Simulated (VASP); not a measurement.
Here is a VASP 6.6.1 calculation.

Contents of INCAR:

```
SYSTEM = AlH5
  PREC = Accurate
  ENCUT = 500
  EDIFF = 1E-6
  ISMEAR = 0
  SIGMA = 0.1
  LREAL = .FALSE.
  LASPH = .TRUE.
  NELM = 120
  ALGO = Normal
  ISIF = 2
  LWAVE = .FALSE.
  LCHARG = .FALSE.
  GGA = PE
  NBANDS = 13
  GGA_COMPAT = .FALSE.
```

Contents of KPOINTS:

```
regular mesh
0
G
  4 4 4
  0 0 0
```

File POSCAR:

```
AlH5
1.0
    3.4614864630      0.0000000000      0.0000000000
    0.0000000000      3.4614864630      0.0000000000
    0.0000000000      0.0000000000      3.4614864630
Al H
1 5
Direct
    0.0000000000      0.0000000000      0.0000000000
    0.2805429734      0.2805429734      0.2805429734
    0.7194570266      0.7194570266      0.2805429734
    0.7194570266      0.2805429734      0.7194570266
    0.2805429734      0.7194570266      0.7194570266
    0.5000000000      0.5000000000      0.5000000000
```

Potentials or basis: VASP PAW PBE potentials, release 64 (Al, H).

Run with:

```bash
$ cat potpaw_PBE.64/Al/POTCAR potpaw_PBE.64/H/POTCAR > POTCAR
$ mpirun -np 1 vasp_std > vasp.out
```

Q: Estimate the largest force.

A: 0.038 eV/Å.

Q: Estimate the band gap on the k mesh.

A: Zero (band 4 reaches 1.57 eV, above the bottom of band 5 at 1.25 eV).

Forces on the atoms (eV/Å):
```
Al   0.000  0.000  0.000
H    0.022  0.022  0.022
H   -0.022 -0.022  0.022
H   -0.022  0.022 -0.022
H    0.022 -0.022 -0.022
H    0.000  0.000  0.000
```

Caveat: the k points lie up to 0.45 Å⁻¹ apart.
